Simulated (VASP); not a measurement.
# Sc3Cr (Fm-3m) in VASP: notebook

Runs on Sc3Cr. Level: PBE. Tasks: single point, relaxation of cell and atoms.

Everything below comes from runs of VASP 6.6.1. Logs are shortened: lines on timing, memory, paths and dates and some standing lists are left out, and cuts for length are marked.

## 1. The cell of the first run

Symmetry: Fm-3m, No. 225, cubic system. The conventional cell has a = 6.995 Å, b = 6.995 Å, c = 6.995 Å, α = 90.00°, β = 90.00°, γ = 90.00°. Within 4.0 Å of Sc (site symmetry -43m) lie 10 Sc at 3.03 to 3.50 Å and 4 Cr at 3.03 Å. Sc (site symmetry m-3m) has 8 Sc at 3.03 Å and 6 Cr at 3.50 Å within 4.0 Å. Within 4.0 Å of Cr (site symmetry m-3m) lie 14 Sc at 3.03 to 3.50 Å.

## 2. Single point, PBE

INCAR

```
SYSTEM = Sc3Cr
ALGO     = Fast           ! electronic algorithm
EDIFF    = 1E-7           ! SCF threshold, eV
ENCUT    = 520            ! plane-wave cutoff, eV
GGA      = PE             ! functional
ISIF     = 2              ! what is computed and relaxed
ISMEAR   = 0              ! smearing method
LASPH    = .True.         ! aspherical terms in the spheres
LCHARG   = .False.        ! write CHGCAR
LREAL    = .False.        ! projectors in reciprocal space
LWAVE    = .False.        ! write WAVECAR
NBANDS   = 30             ! bands
NELM     = 80             ! most SCF steps
PREC     = Accurate       ! precision mode
SIGMA    = 0.1            ! smearing width, eV
```

KPOINTS

```
k-points
0
Gamma
  10 10 10
  0 0 0
```

POSCAR

```
Sc3Cr
1.0
    0.0000000000      3.4972568349      3.4972568349
    3.4972568349      0.0000000000      3.4972568349
    3.4972568349      3.4972568349      0.0000000000
Sc Cr
3 1
Direct
    0.2500000000      0.2500000000      0.2500000000
    0.7500000000      0.7500000000      0.7500000000
    0.5000000000      0.5000000000      0.5000000000
    0.0000000000      0.0000000000      0.0000000000
```

Potentials or basis: VASP PAW PBE potentials, release 64 (Sc_sv, Cr_pv).

Command:

```
cat potpaw_PBE.64/Sc_sv/POTCAR potpaw_PBE.64/Cr_pv/POTCAR > POTCAR
mpirun -np 1 vasp_std > vasp.out
```

OUTCAR:

```text
SYSTEM = Sc3Cr
   EDIFF = 1E-7
   ENCUT = 520
   GGA = PE
   ISIF = 2
   ISMEAR = 0
   LASPH = .True.
   LREAL = .False.
   NELM = 80
   PREC = Accurate

 ion  position               nearest neighbor table
   1  0.250  0.250  0.250-   4 3.03   4 3.03   4 3.03   3 3.03   4 3.03   3 3.03   3 3.03   3 3.03

   2  0.750  0.750  0.750-   3 3.03   3 3.03   3 3.03   3 3.03   4 3.03   4 3.03   4 3.03   4 3.03

   3  0.500  0.500  0.500-   1 3.03   1 3.03   1 3.03   1 3.03   2 3.03   2 3.03   2 3.03   2 3.03

   4  0.000  0.000  0.000-   2 3.03   2 3.03   2 3.03   1 3.03   2 3.03   1 3.03   1 3.03   1 3.03

  LATTYP: Found a face centered cubic cell.
 ALAT       =     6.9945136698

  Lattice vectors:

 A1 = (   0.0000000000,   3.4972568349,   3.4972568349)
 A2 = (   3.4972568349,   0.0000000000,   3.4972568349)
 A3 = (   3.4972568349,   3.4972568349,   0.0000000000)

Analysis of symmetry for initial positions (statically):
=====================================================================
 Subroutine PRICEL returns:
 Original cell was already a primitive cell.

 Routine SETGRP: Setting up the symmetry group for a
 face centered cubic supercell.

 Subroutine GETGRP returns: Found 48 space group operations
 (whereof 48 operations were pure point group operations)
 out of a pool of 48 trial point group operations.

The static configuration has the point symmetry O_h .

Analysis of symmetry for dynamics (positions and initial velocities):
=====================================================================
 Subroutine PRICEL returns:
 Original cell was already a primitive cell.

 Routine SETGRP: Setting up the symmetry group for a
 face centered cubic supercell.

 Subroutine GETGRP returns: Found 48 space group operations
 (whereof 48 operations were pure point group operations)
 out of a pool of 48 trial point group operations.

The dynamic configuration has the point symmetry O_h .

 Subroutine INISYM returns: Found 48 space group operations
 (whereof 48 operations are pure point group operations),
 and found     1 'primitive' translations

----------------------------------------------------------------------------------------

[... 93 lines left out ...]
   LASPH  =      T    aspherical Exc in radial PAW
   ENCUT  =  520.0 eV  38.22 Ry    6.18 a.u.   9.20  9.20  9.20*2*pi/ulx,y,z
   NELM   =     80;   NELMIN=  2; NELMDL= -5     # of ELM steps
   EDIFF  = 0.1E-06   stopping-criterion for ELM
   LREAL  =      F    real-space projection
   EDIFFG = 0.1E-05   stopping-criterion for IOM
   NSW    =      0    number of steps for IOM
   IBRION =     -1    ionic relax: 0-MD 1-quasi-New 2-CG
   NFREE  =      0    steps in history (QN), initial steepest desc. (CG)
   ISIF   =      2    stress and relaxation
   ISYM   =      2    0-nonsym 1-usesym 2-fastsym
   POTIM  = 0.5000    time-step for ionic-motion
   TEBEG  =    0.0;   TEEND  =   0.0 temperature during run
   PSTRESS=    0.0 pullay stress
   NELECT =      45.0000    total number of electrons
   NUPDOWN=      -1.0000    fix difference up-down
   EMIN   =  10.00;   EMAX   =-10.00  energy-range for DOS
   EFERMI =   0.00;   METHOD = LEGACY
   ISMEAR =     0;   SIGMA  =   0.10  broadening in eV -4-tet -1-fermi 0-gaus
   EFERMI_NEDOS =   21; number of points for ismear=-14 and -15
   IALGO  =     68    algorithm
   IMIX   =      4    mixing-type and parameters
     AMIX     =   0.40;   BMIX     =  1.00
     AMIX_MAG =   1.60;   BMIX_MAG =  1.00
  volume/ion in A,a.u.               =      21.39       144.33
  Fermi-wavevector in a.u.,A,eV,Ry     =   1.321523  2.497317 23.761537  1.746424
  Thomas-Fermi vector in A             =   2.451271
   LORBIT       =      0    0 simple, 1 ext, 2 COOP (PROOUT), +10 PAW based schemes
   GGA     = PE    functional components
   LHFCALC =     F    Hartree Fock is set to
   AEXX    =    0.0000 exact exchange contribution
   IVDW    =     0    specifies the selected vdW correction
   LEPSILON=     F    determine dielectric tensor
   LRPA    =     F    only Hartree local field effects (RPA)
 non-spin polarized calculation
 RMM-DIIS sequential band-by-band and
 Gauss-broadening in eV      SIGMA  =   0.10
  energy-cutoff  :      520.00
  volume of cell :       85.55
 maximum number of plane-waves:      2332
 NGX is ok and might be reduce to    40
   NGX = 19   NGY = 19   NGZ = 19

 number of electron      44.9999994 magnetization

 Free energy of the ion-electron system (eV)
  ---------------------------------------------------
  ext. energy  EPLUGINS =         0.00000000
  ---------------------------------------------------
  free energy    TOTEN  =       -26.57637952 eV

  energy without entropy =      -26.52099603  energy(sigma->0) =      -26.54868777

 E-fermi :   4.4733     XC(G=0): -10.4534

 val. band max:        4.4693768670   @ k =  -0.3000   0.1000   0.0000
 cond. band min:       4.4736160663   @ k =  -0.4000   0.4000   0.0000
 fundamental gap:      0.0042391993
 Fermi energy:         4.4733018989

 k-point     1 :       0.0000    0.0000    0.0000
  band No.  band energies     occupation
      1     -44.9300      2.00000
      2     -44.5982      2.00000
      3     -44.5872      2.00000
      4     -37.9203      2.00000
      5     -37.9203      2.00000
      6     -37.9203      2.00000
[... 781 lines left out ...]
     29       6.2465      0.00000
     30       6.7421      0.00000

 [... further k-points ...]

------------------------ aborting loop because EDIFF is reached ----------------------------------------

  FORCE on cell =-STRESS in cart. coord.  units (eV):
  Direction    XX          YY          ZZ          XY          YZ          ZX
  --------------------------------------------------------------------------------------
  -------------------------------------------------------------------------------------
  Total       -2.4633872     -2.4633872     -2.4633872      0.0000000     -0.0000000     -0.0000000
  in kB      -46.1350169    -46.1350169    -46.1350169      0.0000000     -0.0000000     -0.0000000
  external PRESSURE =     -46.1350169 kB  Pullay stress =       0.0000000 kB

 VOLUME and BASIS-vectors are now :
 -----------------------------------------------------------------------------
  energy-cutoff  :      520.00
  volume of cell :       85.55
      direct lattice vectors                 reciprocal lattice vectors
     0.000000000  3.497256835  3.497256835    -0.142969197  0.142969197  0.142969197
     3.497256835  0.000000000  3.497256835     0.142969197 -0.142969197  0.142969197
     3.497256835  3.497256835  0.000000000     0.142969197  0.142969197 -0.142969197

 POSITION                                       TOTAL-FORCE (eV/Angst)
 -----------------------------------------------------------------------------------
      1.74863      1.74863      1.74863        -0.000000     -0.000000      0.000000
      5.24589      5.24589      5.24589         0.000000      0.000000      0.000000
      3.49726      3.49726      3.49726        -0.000000      0.000000     -0.000000
      0.00000      0.00000      0.00000        -0.000000      0.000000     -0.000000
 -----------------------------------------------------------------------------------
    total drift:                               -0.000000      0.000000      0.000000

  FREE ENERGIE OF THE ION-ELECTRON SYSTEM (eV)
  ---------------------------------------------------
  free  energy   TOTEN  =       -26.5763795164 eV

  energy  without entropy=      -26.5209960293  energy(sigma->0) =      -26.54868777
```

stdout:

```text
POSCAR found type information on POSCAR ScCr
 POSCAR found :  2 types and       4 ions
 scaLAPACK will be used
 LDA part: xc-table for (Slater+PW92), standard interpolation
 POSCAR, INCAR and KPOINTS ok, starting setup
 FFT: planning ... GRIDC
 FFT: planning ... GRID_SOFT
 FFT: planning ... GRID
 WAVECAR not read
 entering main loop
```

Run time: 8.8 min. Hardware: 1 thread of Intel Xeon 8259CL, shared host; peak memory 0.31 GiB.

What came out:

| Item | Value |
| --- | --- |
| Free energy | -26.5764 eV |
| Pressure | -4.6 GPa |
| Band gap on the k mesh | zero (an odd number of electrons rules out a gap without spin polarisation) |

Caveat: the cell stands under tension; the run has no spin polarisation, though such a crystal can be magnetic. Spin polarisation is off, so any magnetic state and its effect on volume and gap are missing.

## 3. Single point, PBE, collinear spin, ferromagnetic start

This run uses another cell than the first one, of 21.68 Å³/atom.

INCAR

```
SYSTEM = Sc3Cr
ALGO = Normal ; EDIFF = 1E-7
ENCUT = 520 ; GGA = PE
ISIF = 2 ; ISMEAR = 0
ISPIN = 2 ; LASPH = .True.
LCHARG = .True. ; LELF = .True.
LMAXMIX = 4 ; LORBIT = 11
LREAL = .False. ; LVHAR = .True.
LWAVE = .False. ; MAGMOM = 0 0 0 3
NBANDS = 34 ; NELM = 150
PREC = Accurate ; SIGMA = 0.1
```

KPOINTS

```
k-points
0
Gamma
  4 4 4
  0 0 0
```

POSCAR

```
Sc3Cr
1.0
    0.0000000000      3.5132829165      3.5132829165
    3.5132829165      0.0000000000      3.5132829165
    3.5132829165      3.5132829165      0.0000000000
Sc Cr
3 1
Direct
    0.2500000000      0.2500000000      0.2500000000
    0.7500000000      0.7500000000      0.7500000000
    0.5000000000      0.5000000000      0.5000000000
    0.0000000000      0.0000000000      0.0000000000
```

Potentials or basis: VASP PAW PBE potentials, release 64 (Sc_sv, Cr_pv).

Command:

```
cat potpaw_PBE.64/Sc_sv/POTCAR potpaw_PBE.64/Cr_pv/POTCAR > POTCAR
mpirun -np 1 vasp_std > vasp.out
```

Wall time 2.7 min (1 thread of Intel Xeon 8259CL, shared host); peak memory 0.29 GiB.

Results (log left out):

| Item | Value |
| --- | --- |
| Free energy | -27.3946 eV |
| Pressure | -1.1 GPa |
| Net moment | 2.79 μB per cell |
| Site moments | Sc -0.15, -0.39 (each value once); Cr +3.18 μB |
| Valence electrons inside the program's atomic spheres | Sc 9.41, 9.46 (each value once); Cr 10.49 |

Levels at points of the mesh, in eV from the Fermi level:
Spin up:
```
           k point  band 22  band 23  band 24  band 25  band 26  band 27
(0.00, 0.00, 0.00)    -0.48    -0.48    -0.48     0.81     0.81     1.01
(0.50, 0.00, 0.00)    -1.45    -0.70    -0.70     0.37     0.53     0.53
(0.50, 0.50, 0.00)    -1.29     0.42     0.42     0.48     0.59     0.73
```
Spin down:
```csv
k point,band 19,band 20,band 21,band 22,band 23,band 24
"(0.00, 0.00, 0.00)",-0.34,-0.34,-0.34,-0.18,-0.18,-0.18
"(0.50, 0.00, 0.00)",-0.64,-0.38,-0.38,0.01,0.20,0.20
"(0.50, 0.50, 0.00)",-1.82,0.18,0.18,0.44,0.47,0.66
```

Caveat: the k points lie up to 0.39 Å⁻¹ apart.

## 4. Single point, PBE

This run uses another cell than the first one, of 19.86 Å³/atom.

INCAR

```
  PREC = Accurate
  ENCUT = 520
  EDIFF = 1E-6
  ISMEAR = 0
  SIGMA = 0.1
  LREAL = False
  LASPH = True
  NELM = 60
  ALGO = Normal
  ISIF = 2
  LWAVE = False
  LCHARG = True
  GGA = PE
  LELF = True
  LVHAR = True
  NBANDS = 30
```

KPOINTS

```
regular mesh
0
Gamma
  10 10 10
```

POSCAR

```
Sc3Cr
1.0
    0.0000000000      3.4122070389      3.4122070389
    3.4122070389      0.0000000000      3.4122070389
    3.4122070389      3.4122070389      0.0000000000
Sc Cr
3 1
Direct
    0.2500000000      0.2500000000      0.2500000000
    0.7500000000      0.7500000000      0.7500000000
    0.5000000000      0.5000000000      0.5000000000
    0.0000000000      0.0000000000      0.0000000000
```

Command:

```
cat potpaw_PBE.64/Sc_sv/POTCAR potpaw_PBE.64/Cr_pv/POTCAR > POTCAR
mpirun -np 1 vasp_std > vasp.out
```

Wall time 3.2 min (1 thread of Intel Xeon 8259CL, shared host); peak memory 0.26 GiB.

It converged, with:

```
Free energy            : -26.6653 eV
Pressure               : 0.0 GPa
Band gap on the k mesh : zero (an odd number of electrons rules out a gap without spin polarisation)
```

Levels at points of the mesh, in eV from the Fermi level:
| k point | band 20 | band 21 | band 22 | band 23 | band 24 | band 25 |
| --- | --- | --- | --- | --- | --- | --- |
| (0.00, 0.00, 0.00) | -0.50 | -0.50 | -0.18 | -0.18 | -0.18 | 1.26 |
| (0.50, 0.00, 0.00) | -0.53 | -0.53 | -0.30 | -0.14 | -0.14 | 0.37 |
| (0.50, 0.50, 0.00) | -0.18 | -0.18 | -0.13 | 0.82 | 1.01 | 1.01 |

Caveat: the run has no spin polarisation, though such a crystal can be magnetic. Spin polarisation is off, so any magnetic state and its effect on volume and gap are missing.

## 5. Relaxation of cell and atoms, PBE

INCAR

```
SYSTEM = Sc3Cr
PREC = Accurate
ENCUT = 600
EDIFF = 1E-6
ISMEAR = 0
SIGMA = 0.1
LREAL = .False.
LASPH = .True.
NELM = 60
ALGO = Fast
ISIF = 3
LWAVE = .False.
LCHARG = .False.
GGA = PE
IBRION = 2
NSW = 80
EDIFFG = -0.01
```

KPOINTS

```
Automatic mesh
0
Gamma
  10 10 10
  0 0 0
```

POSCAR

```
Sc3Cr
1.0
    0.0000000000      3.4972568349      3.4972568349
    3.4972568349      0.0000000000      3.4972568349
    3.4972568349      3.4972568349      0.0000000000
Sc Cr
3 1
Direct
    0.2500000000      0.2500000000      0.2500000000
    0.7500000000      0.7500000000      0.7500000000
    0.5000000000      0.5000000000      0.5000000000
    0.0000000000      0.0000000000      0.0000000000
```

Command:

```
cat potpaw_PBE.64/Sc_sv/POTCAR potpaw_PBE.64/Cr_pv/POTCAR > POTCAR
mpirun -np 1 vasp_std > vasp.out
```

Wall time 26 min (1 thread of Intel Xeon 8259CL, shared host); peak memory 0.34 GiB.

Results (log left out):

```yaml
Free_energy: -26.6672 eV
Relaxed_volume: 19.89 Å³/atom
Relaxed_cell: a = 4.828 Å, b = 4.828 Å, c = 4.828 Å, α = 60.00°, β = 60.00°, γ = 60.00°
Space_group_after_relaxing_to_0.1_Å: Fm-3m (No. 225)
Energy_gained_by_relaxing: 22.6 meV/atom
Ionic_steps: 3
Pressure_after_relaxing: 0.0 GPa
Band_gap_on_the_k_mesh: zero (an odd number of electrons rules out a gap without spin polarisation)
```

The path:
```csv
step,energy change (eV),largest force (eV/Å),pressure (GPa),volume (Å³)
1,0.0000,0.0000,-4.57,85.55
2,-0.0850,0.0000,1.31,78.21
3,-0.0903,0.0000,0.02,79.56
```

Final structure:
```
Sc Cr
1.0
     0.00000    3.41373    3.41373
     3.41373    0.00000    3.41373
     3.41373    3.41373    0.00000
Sc Cr
3 1
Direct
  0.25000 0.25000 0.25000
  0.75000 0.75000 0.75000
  0.50000 0.50000 0.50000
  0.00000 0.00000 0.00000
```

Levels at points of the mesh, in eV from the Fermi level:
| k point | band 18 | band 19 | band 20 | band 21 | band 22 | band 23 | band 24 | band 25 | band 26 | band 27 |
| --- | --- | --- | --- | --- | --- | --- | --- | --- | --- | --- |
| (0.00, 0.00, 0.00) | -1.61 | -0.50 | -0.50 | -0.50 | -0.18 | -0.18 | -0.18 | 1.26 | 1.26 | 1.26 |
| (0.50, 0.00, 0.00) | -0.66 | -0.66 | -0.53 | -0.53 | -0.30 | -0.14 | -0.14 | 0.37 | 0.52 | 0.52 |
| (0.50, 0.50, 0.00) | -1.99 | -1.92 | -0.18 | -0.18 | -0.13 | 0.82 | 1.00 | 1.00 | 1.17 | 1.17 |

Caveat: the run has no spin polarisation, though such a crystal can be magnetic. Spin polarisation is off, so any magnetic state and its effect on volume and gap are missing.

## 6. Single point, PBE, collinear spin

INCAR

```
SYSTEM = Sc3Cr
PREC = Accurate ; ENCUT = 520
EDIFF = 1E-6 ; ISMEAR = 0
SIGMA = 0.1 ; LREAL = .FALSE.
LASPH = .TRUE. ; NELM = 150
ALGO = Normal ; ISIF = 2
LWAVE = .FALSE. ; LCHARG = .TRUE.
ISPIN = 2 ; MAGMOM = -0.15 -0.15 -0.42 3.63
LORBIT = 11 ; LMAXMIX = 4
GGA = PE ; LELF = .TRUE.
LVHAR = .TRUE. ; NBANDS = 34
```

KPOINTS

```
regular mesh
0
G
  10 10 10
  0 0 0
```

POSCAR is that of step 5.

Potentials or basis: VASP PAW PBE potentials, release 64 (Sc_sv, Cr_pv).

Command:

```
cat potpaw_PBE.64/Sc_sv/POTCAR potpaw_PBE.64/Cr_pv/POTCAR > POTCAR
mpirun -np 1 vasp_std > vasp.out
```

Wall time 16 min (1 thread of Intel Xeon 8259CL, shared host); peak memory 0.42 GiB.

Results (log left out):

```
Free energy                                           : -27.3729 eV
Pressure                                              : 0.1 GPa
Net moment                                            : 2.71 μB per cell
Site moments                                          : Sc -0.15, -0.38 (each value once); Cr +3.16 μB
Valence electrons inside the program's atomic spheres : Sc 9.42, 9.46 (each value once); Cr 10.50
```

Levels at points of the mesh, in eV from the Fermi level:
Spin up:
| k point | band 22 | band 23 | band 24 | band 25 | band 26 | band 27 |
| --- | --- | --- | --- | --- | --- | --- |
| (0.00, 0.00, 0.00) | -0.46 | -0.46 | -0.46 | 0.85 | 0.85 | 1.02 |
| (0.50, 0.00, 0.00) | -1.42 | -0.69 | -0.69 | 0.37 | 0.53 | 0.53 |
| (0.50, 0.50, 0.00) | -1.26 | 0.48 | 0.48 | 0.51 | 0.64 | 0.75 |
Spin down:
```tsv
k point	band 17	band 18	band 19	band 20	band 21	band 22	band 23	band 24	band 25	band 26
(0.00, 0.00, 0.00)	-1.44	-1.44	-0.33	-0.33	-0.33	-0.17	-0.17	-0.17	1.46	1.46
(0.50, 0.00, 0.00)	-3.04	-0.66	-0.66	-0.38	-0.38	0.02	0.21	0.21	0.41	0.62
(0.50, 0.50, 0.00)	-2.50	-1.96	-1.83	0.18	0.18	0.44	0.45	0.69	0.69	1.55
```

## 7. The runs side by side

| task | spin | cell | k mesh | cutoff (eV) | gap on the mesh (eV) | pressure (GPa) | moment (μB) |
| --- | --- | --- | --- | --- | --- | --- | --- |
| single point | off | a = 4.946 Å, angles 60.0°, 4 atoms | 10 × 10 × 10 | 520 | none | -4.6 | - |
| single point | collinear, ferromagnetic start | a = 4.969 Å, angles 60.0°, 4 atoms | 4 × 4 × 4 | 520 | none | -1.1 | 2.79 |
| single point | off | a = 4.826 Å, angles 60.0°, 4 atoms | 10 × 10 × 10 | 520 | none | 0.0 | - |
| relaxation of cell and atoms | off | relaxed from a = 4.946 Å, angles 60.0°, 4 atoms | 10 × 10 × 10 | 600 | none | 0.0 | - |
| single point | collinear | a = 4.946 Å, angles 60.0°, 4 atoms | 10 × 10 × 10 | 520 | none | 0.1 | 2.71 |

Alike in all rows: level PBE; potentials or basis VASP PAW PBE potentials, release 64 (Sc_sv, Cr_pv); smearing gaussian 0.1 eV.

Caveats: some runs use coarse meshes; the cell stands under tension (at least some runs).

Total energies depend on the potentials used, so only differences within one code and one set of settings carry meaning.
